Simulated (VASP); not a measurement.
# Te2Mo (P2_1/m) in VASP: further runs, part 3 of 3

VASP 6.6.1.

### Step 5. Single point, PBE+D3(BJ)

This run uses another cell than the first one, of 24.27 Å³/atom.

INCAR

```
ALGO = Normal ; EDIFF = 1E-6
ENCUT = 500 ; GGA = PE
GGA_COMPAT = F ; ISIF = 2
ISMEAR = -1 ; IVDW = 12
LASPH = T ; LCHARG = F
LREAL = F ; LWAVE = F
NBANDS = 64 ; NELM = 120
PREC = Accurate ; SIGMA = 0.05
```

KPOINTS

```
k-points
0
Gamma
  3 6 2
```

POSCAR

```
Te2Mo
1.0
    6.3403745302      0.0000000000     -0.0218590994
    0.0000000000      3.4659193046      0.0000000000
   -0.9960967551      0.0000000000     13.2592508063
Te Mo
8 4
Direct
    0.9480842254      0.7500000000      0.6072808572
    0.0519157746      0.2500000000      0.3927191428
    0.9002345526      0.2500000000      0.8446727286
    0.0997654474      0.7500000000      0.1553272714
    0.4097300434      0.7500000000      0.8929586262
    0.5902699566      0.2500000000      0.1070413738
    0.4444466460      0.2500000000      0.6546934359
    0.5555533540      0.7500000000      0.3453065641
    0.8172834075      0.7500000000      0.9924256319
    0.1827165925      0.2500000000      0.0075743681
    0.6807010227      0.2500000000      0.4939059786
    0.3192989773      0.7500000000      0.5060940214
```

Potentials or basis: VASP PAW PBE potentials, release 64 (Te, Mo_sv).

Command:

```
$ cat potpaw_PBE.64/Te/POTCAR potpaw_PBE.64/Mo_sv/POTCAR > POTCAR
$ mpirun -np 1 vasp_std > vasp.out
```

OUTCAR:

```text
EDIFF = 1E-6
   ENCUT = 500
   GGA = PE
   ISIF = 2
   ISMEAR = -1
   IVDW = 12
   LASPH = T
   LREAL = F
   NELM = 120
   PREC = Accurate
 IVDW          = 12

 ion  position               nearest neighbor table
   1  0.948  0.750  0.607-  11 2.78  11 2.78  12 2.80   2 3.45   2 3.45   7 3.60   7 3.60   3 3.63
                             3 3.63
   2  0.052  0.250  0.393-  12 2.78  12 2.78  11 2.80   1 3.45   1 3.45   8 3.60   8 3.60   4 3.63
                             4 3.63
   3  0.900  0.250  0.845-  10 2.70   9 2.70   9 2.70   1 3.63   1 3.63   5 3.66   5 3.66   5 3.68
                             5 3.68
   4  0.100  0.750  0.155-   9 2.70  10 2.70  10 2.70   2 3.63   2 3.63   6 3.66   6 3.66   6 3.68
                             6 3.68
   5  0.410  0.750  0.893-  10 2.78  10 2.78   9 2.81   6 3.45   6 3.45   7 3.63   7 3.63   3 3.66
                             3 3.66   3 3.68   3 3.68
   6  0.590  0.250  0.107-   9 2.78   9 2.78  10 2.81   5 3.45   5 3.45   8 3.63   8 3.63   4 3.66
                             4 3.66   4 3.68   4 3.68
   7  0.444  0.250  0.655-  12 2.70  12 2.70  11 2.70   1 3.60   1 3.60   5 3.63   5 3.63
   8  0.556  0.750  0.345-  11 2.70  11 2.70  12 2.70   2 3.60   2 3.60   6 3.63   6 3.63
   9  0.817  0.750  0.992-   4 2.70   3 2.70   3 2.70   6 2.78   6 2.78   5 2.81  10 2.89  10 2.89

  10  0.183  0.250  0.008-   3 2.70   4 2.70   4 2.70   5 2.78   5 2.78   6 2.81   9 2.89   9 2.89

  11  0.681  0.250  0.494-   8 2.70   8 2.70   7 2.70   1 2.78   1 2.78   2 2.80  12 2.89  12 2.89

  12  0.319  0.750  0.506-   7 2.70   7 2.70   8 2.70   2 2.78   2 2.78   1 2.80  11 2.89  11 2.89

  LATTYP: Found a simple monoclinic cell.
 ALAT       =     6.3404122108
 B/A-ratio  =     0.5466394281
 C/A-ratio  =     2.0971213603
 COS(beta)  =    -0.0783510160

  Lattice vectors:

 A1 = (   6.3403745302,   0.0000000000,  -0.0218590994)
 A2 = (   0.0000000000,   3.4659193046,   0.0000000000)
 A3 = (  -0.9960967551,   0.0000000000,  13.2592508063)

Analysis of symmetry for initial positions (statically):
=====================================================================
 Subroutine PRICEL returns:
 Original cell was already a primitive cell.

 Routine SETGRP: Setting up the symmetry group for a
 simple monoclinic supercell.

 Subroutine GETGRP returns: Found  4 space group operations
 (whereof  2 operations were pure point group operations)
 out of a pool of  4 trial point group operations.

The static configuration has the point symmetry S_2 .
 The point group associated with its full space group is C_2h.

Analysis of symmetry for dynamics (positions and initial velocities):
=====================================================================
 Subroutine PRICEL returns:
 Original cell was already a primitive cell.

 Routine SETGRP: Setting up the symmetry group for a
 simple monoclinic supercell.

 Subroutine GETGRP returns: Found  4 space group operations
 (whereof  2 operations were pure point group operations)
 out of a pool of  4 trial point group operations.

The dynamic configuration has the point symmetry S_2 .
 The point group associated with its full space group is C_2h.

[... 90 lines left out ...]
  0.333333  0.500000  0.500000      2.000000
   k-points           NKPTS =     16   k-points in BZ     NKDIM =     16   number of bands    NBANDS=     64
   number of dos      NEDOS =    301   number of ions     NIONS =     12
   total plane-waves  NPLWV = 131712
   dimension x,y,z NGX =    48 NGY =   28 NGZ =   98
   dimension x,y,z NGXF=    96 NGYF=   56 NGZF=  196
   ions per type =               8   4
   NGX,Y,Z   is equivalent  to a cutoff of  12.59, 13.43, 12.25 a.u.
   NGXF,Y,Z  is equivalent  to a cutoff of  25.17, 26.86, 24.51 a.u.
 SYSTEM =  unknown system
   PREC   = accura    normal or accurate (medium, high low for compatibility)
   ISTART =      0    job   : 0-new  1-cont  2-samecut
   ICHARG =      2    charge: 1-file 2-atom 10-const
   ISPIN  =      1    spin polarized calculation?
   LNONCOLLINEAR =      F non collinear calculations
   LSORBIT =      F    spin-orbit coupling
   LASPH  =      T    aspherical Exc in radial PAW
   ENCUT  =  500.0 eV  36.75 Ry    6.06 a.u.  11.56  6.32 24.24*2*pi/ulx,y,z
   NELM   =    120;   NELMIN=  2; NELMDL= -5     # of ELM steps
   EDIFF  = 0.1E-05   stopping-criterion for ELM
   LREAL  =      F    real-space projection
   EDIFFG = 0.1E-04   stopping-criterion for IOM
   NSW    =      0    number of steps for IOM
   IBRION =     -1    ionic relax: 0-MD 1-quasi-New 2-CG
   NFREE  =      0    steps in history (QN), initial steepest desc. (CG)
   ISIF   =      2    stress and relaxation
   ISYM   =      2    0-nonsym 1-usesym 2-fastsym
   POTIM  = 0.5000    time-step for ionic-motion
   TEBEG  =    0.0;   TEEND  =   0.0 temperature during run
   PSTRESS=    0.0 pullay stress
   NELECT =     104.0000    total number of electrons
   NUPDOWN=      -1.0000    fix difference up-down
   EMIN   =  10.00;   EMAX   =-10.00  energy-range for DOS
   EFERMI =   0.00;   METHOD = LEGACY
   ISMEAR =    -1;   SIGMA  =   0.05  broadening in eV -4-tet -1-fermi 0-gaus
   EFERMI_NEDOS =   21; number of points for ismear=-14 and -15
   IALGO  =     38    algorithm
   IMIX   =      4    mixing-type and parameters
     AMIX     =   0.40;   BMIX     =  1.00
     AMIX_MAG =   1.60;   BMIX_MAG =  1.00
  volume/ion in A,a.u.               =      24.27       163.82
  Fermi-wavevector in a.u.,A,eV,Ry     =   1.161376  2.194681 18.351444  1.348793
  Thomas-Fermi vector in A             =   2.297948
   LORBIT       =      0    0 simple, 1 ext, 2 COOP (PROOUT), +10 PAW based schemes
   GGA     = PE    functional components
   LHFCALC =     F    Hartree Fock is set to
   AEXX    =    0.0000 exact exchange contribution
   IVDW    =    12    specifies the selected vdW correction
   LEPSILON=     F    determine dielectric tensor
   LRPA    =     F    only Hartree local field effects (RPA)
 non-spin polarized calculation
  energy-cutoff  :      500.00
  volume of cell :      291.30
 maximum number of plane-waves:      7424
 NGX is ok and might be reduce to    48
   NGX = 23   NGY = 13   NGZ = 49

 number of electron     103.9999996 magnetization

 Free energy of the ion-electron system (eV)
  ---------------------------------------------------
  ext. energy  EPLUGINS =         0.00000000
  ---------------------------------------------------
  free energy    TOTEN  =       -71.62747124 eV

  energy without entropy =      -71.59120118  energy(sigma->0) =      -71.60933621

 E-fermi :   8.8616     XC(G=0): -10.6167

 val. band max:        8.7611017793   @ k =   0.3333   0.0000  -0.0000
 cond. band min:       8.8659368596   @ k =   0.0000   0.1667   0.5000
 fundamental gap:      0.1048350803
 Fermi energy:         8.8616051774

 k-point     1 :       0.0000    0.0000    0.0000
  band No.  band energies     occupation
      1     -52.2590      2.00000
      2     -52.2290      2.00000
      3     -52.1993      2.00000
      4     -52.1694      2.00000
      5     -26.5244      2.00000
      6     -26.4954      2.00000
[... 1061 lines left out ...]
     63      11.2283      0.00000
     64      11.2283      0.00000

------------------------ aborting loop because EDIFF is reached ----------------------------------------

 Edisp (eV)   -6.61966

 E8    (eV) :    -3.0516

  FORCE on cell =-STRESS in cart. coord.  units (eV):
  Direction    XX          YY          ZZ          XY          YZ          ZX
  --------------------------------------------------------------------------------------
  -------------------------------------------------------------------------------------
  Total       0.05159    -0.03338    -0.02213     0.00000     0.00000     0.00706
  in kB       0.28373    -0.18359    -0.12174     0.00000     0.00000     0.03883
  external pressure =       -0.01 kB  Pullay stress =        0.00 kB

 VOLUME and BASIS-vectors are now :
 -----------------------------------------------------------------------------
  energy-cutoff  :      500.00
  volume of cell :      291.30
      direct lattice vectors                 reciprocal lattice vectors
     6.340374530  0.000000000 -0.021859099     0.157760249  0.000000000  0.011851686
     0.000000000  3.465919305  0.000000000     0.000000000  0.288523740  0.000000000
    -0.996096755  0.000000000 13.259250806     0.000260082  0.000000000  0.075438581

 POSITION                                       TOTAL-FORCE (eV/Angst)
 -----------------------------------------------------------------------------------
      5.40630      2.59944      8.03136        -0.001622     -0.000000      0.008784
     -0.06202      0.86648      5.20603         0.001622      0.000000     -0.008784
      4.86645      0.86648     11.18005         0.002637     -0.000000     -0.011553
      0.47783      2.59944      2.05734        -0.002637     -0.000000      0.011553
      1.70837      2.59944     11.83101         0.000449     -0.000000     -0.010247
      3.63591      0.86648      1.40639        -0.000449     -0.000000      0.010247
      2.16582      0.86648      8.67103         0.003092     -0.000000      0.011932
      3.17846      2.59944      4.56636        -0.003092      0.000000     -0.011932
      4.19333      2.59944     13.14096        -0.013617     -0.000000     -0.001891
      1.15095      0.86648      0.09644         0.013617     -0.000000      0.001891
      3.82392      0.86648      6.53394         0.013860     -0.000000      0.005712
      1.52036      2.59944      6.70345        -0.013860      0.000000     -0.005712
 -----------------------------------------------------------------------------------
    total drift:                               -0.000000     -0.000000      0.000000

  FREE ENERGIE OF THE ION-ELECTRON SYSTEM (eV)
  ---------------------------------------------------
  free  energy   TOTEN  =       -78.2471337943 eV

  energy  without entropy=      -78.2108637396  energy(sigma->0) =      -78.22899877
```

Run time: 9.8 min. Hardware: 1 thread of AMD EPYC 7R13, shared host; peak memory 0.42 GiB.

What came out:

| Quantity | Value |
| --- | --- |
| Free energy | -78.2471 eV |
| Pressure | 0.0 GPa |
| Largest force | 0.015 eV/Å |
| Band gap on the k mesh | zero (bands 52 and 53 overlap by 0.37 eV) |
| Dispersion energy per atom | -0.552 eV |

Forces on the atoms (eV/Å):
```
Te  -0.002  0.000  0.009
Te   0.002  0.000 -0.009
Te   0.003  0.000 -0.012
Te  -0.003  0.000  0.012
Te   0.000  0.000 -0.010
Te   0.000  0.000  0.010
Te   0.003  0.000  0.012
Te  -0.003  0.000 -0.012
Mo  -0.014  0.000 -0.002
Mo   0.014  0.000  0.002
Mo   0.014  0.000  0.006
Mo  -0.014  0.000 -0.006
```

Levels at points of the mesh, in eV from the Fermi level:
```csv
k point,band 48,band 49,band 50,band 51,band 52,band 53,band 54,band 55,band 56,band 57
"(0.00, 0.00, 0.00)",-0.49,-0.37,-0.24,0.10,0.37,0.40,0.67,0.76,0.91,0.97
"(0.00, 0.50, 0.00)",-1.83,-1.62,-1.62,-1.42,-1.42,0.92,0.92,1.13,1.13,1.18
"(0.00, 0.00, 0.50)",-0.70,-0.12,-0.10,0.12,0.21,0.38,0.52,0.81,0.88,1.41
"(0.00, 0.50, 0.50)",-1.85,-1.62,-1.62,-1.50,-1.50,0.88,0.88,1.14,1.14,1.21
```

Caveat: spin-orbit coupling is left out, which moves the levels of the heavy elements.

### Step 6. Single point, LDA+U

This run uses another cell than the first one, of 25.30 Å³/atom.

INCAR

```
ALGO = Normal
EDIFF = 1E-7
ENCUT = 520
GGA = CA
ISIF = 2
ISMEAR = -1
LASPH = True
LCHARG = True
LDAU = True
LDAUJ = 0 0
LDAUL = -1 2
LDAUPRINT = 1
LDAUTYPE = 2
LDAUU = 0 8
LELF = True
LMAXMIX = 4
LREAL = False
LVHAR = True
LWAVE = False
NBANDS = 64
NELM = 150
PREC = Accurate
SIGMA = 0.05
```

KPOINTS is that of step 5.

POSCAR

```
Te2Mo
1.0
    6.3300000000      0.0000000000      0.0000000000
    0.0000000000      3.4690000000      0.0000000000
   -0.9467947088      0.0000000000     13.8276237937
Te Mo
8 4
Direct
    0.9437000000      0.7500000000      0.6045000000
    0.0563000000      0.2500000000      0.3955000000
    0.9030000000      0.2500000000      0.8514000000
    0.0970000000      0.7500000000      0.1486000000
    0.4112000000      0.7500000000      0.8955000000
    0.5888000000      0.2500000000      0.1045000000
    0.4432000000      0.2500000000      0.6484000000
    0.5568000000      0.7500000000      0.3516000000
    0.8167000000      0.7500000000      0.9926000000
    0.1833000000      0.2500000000      0.0074000000
    0.6819000000      0.2500000000      0.4934000000
    0.3181000000      0.7500000000      0.5066000000
```

Potentials or basis: VASP PAW LDA potentials, release 64 (Te, Mo_sv).

Command:

```
$ cat potpaw_LDA.64/Te/POTCAR potpaw_LDA.64/Mo_sv/POTCAR > POTCAR
$ mpirun -np 1 vasp_std > vasp.out
```

Run time: 12 min. Hardware: 1 thread of Intel Xeon Platinum 8488C (Sapphire Rapids), shared host; peak memory 0.45 GiB.

Results (log left out):

* Free energy: -45.3888 eV
* Pressure: 1.0 GPa
* Largest force: 0.580 eV/Å
* Band gap on the k mesh: 0.17 eV

Forces on the atoms (eV/Å):
```
Te  -0.008  0.000  0.240
Te   0.008  0.000 -0.240
Te  -0.047  0.000 -0.229
Te   0.047  0.000  0.229
Te  -0.024  0.000 -0.185
Te   0.024  0.000  0.185
Te  -0.049  0.000  0.190
Te   0.049  0.000 -0.190
Mo   0.403  0.000  0.359
Mo  -0.403  0.000 -0.359
Mo  -0.513  0.000  0.271
Mo   0.513  0.000 -0.271
```

Stress tensor (GPa, compression positive):
```
-0.10  0.00  0.03
 0.00  2.03  0.00
 0.03  0.00  1.14
```

Levels at points of the mesh, in eV from the valence-band top:
```csv
k point,band 49,band 50,band 51,band 52,band 53,band 54,band 55,band 56
"(0.00, 0.00, 0.00)",-0.63,-0.38,-0.09,0.00,0.17,0.27,0.89,1.17
"(0.00, 0.50, 0.00)",-1.81,-1.81,-1.49,-1.49,1.05,1.05,1.23,1.23
"(0.00, 0.00, 0.50)",-0.26,-0.24,-0.20,-0.19,0.17,0.27,1.06,1.13
"(0.00, 0.50, 0.50)",-1.73,-1.73,-1.66,-1.66,0.81,0.81,1.53,1.53
```

Eigenvalues of the final occupation matrices:
```
     site  spin  trace               eigenvalues
 site 9 d     1   1.93  0.18 0.31 0.39 0.49 0.56
 site 9 d     2   1.93  0.18 0.31 0.39 0.49 0.56
site 10 d     1   1.93  0.18 0.31 0.39 0.49 0.56
site 10 d     2   1.93  0.18 0.31 0.39 0.49 0.56
site 11 d     1   1.93  0.18 0.32 0.39 0.49 0.57
site 11 d     2   1.93  0.18 0.32 0.39 0.49 0.57
site 12 d     1   1.93  0.18 0.32 0.39 0.49 0.57
site 12 d     2   1.93  0.18 0.32 0.39 0.49 0.57
```

Caveat: semilocal functionals underestimate gaps, and a narrow one can read as zero; spin-orbit coupling is left out, which moves the levels of the heavy elements; the U is typed as a test and isn't derived for this compound. A k mesh can miss the band edges.

### Step 7. The runs side by side

```csv
level,potentials or basis,U,cell,k mesh,cutoff (eV),gap on the mesh (eV),pressure (GPa),largest force (eV/Å)
PBE+D4,"VASP PAW PBE potentials, release 64 (Te, Mo_sv)",-,"a = 6.340, b = 3.476, c = 13.310 Å, angles 90.0, 93.6, 90.0°, 12 atoms, atomic positions A",4 × 8 × 2,520,none,0.0,0.02
revPBE+D4,"VASP PAW PBE potentials, release 64 (Te, Mo_sv)",-,"a = 6.323, b = 3.467, c = 13.119 Å, angles 90.0, 94.1, 90.0°, 12 atoms, atomic positions B",4 × 8 × 2,520,none,-0.1,0.01
RPBE+D4,"VASP PAW PBE potentials, release 64 (Te, Mo_sv)",-,"a = 6.303, b = 3.459, c = 13.071 Å, angles 90.0, 94.3, 90.0°, 12 atoms, atomic positions C",4 × 8 × 2,520,none,-0.1,0.02
PBE+D3(BJ),"VASP PAW PBE potentials, release 64 (Te, Mo_sv)",-,"a = 6.340, b = 3.466, c = 13.297 Å, angles 90.0, 94.5, 90.0°, 12 atoms, atomic positions D",3 × 6 × 2,500,none,0.0,0.01
LDA+U,"VASP PAW LDA potentials, release 64 (Te, Mo_sv)",Mo d U = 8.0 eV,"a = 6.330, b = 3.469, c = 13.860 Å, angles 90.0, 93.9, 90.0°, 12 atoms, atomic positions E",3 × 6 × 2,520,0.17,1.0,0.58
```

Alike in all rows: task single point; no spin polarisation; smearing fermi-dirac 0.05 eV.

Caveats: spin-orbit coupling is left out, which moves the levels of the heavy elements; the PAW data sets were made with another functional, which shifts forces and pressure a little (at least some runs); the dispersion term is far too large for a dense solid, which distorts pressure and volume (at least some runs); semilocal functionals underestimate gaps, and a narrow one can read as zero (at least some runs); the U is typed as a test and isn't derived for this compound (at least some runs).

Absolute energies hang on the potentials; compare differences alone.

The gap in the log of VASP goes by the Fermi energy; the results here count the filled bands.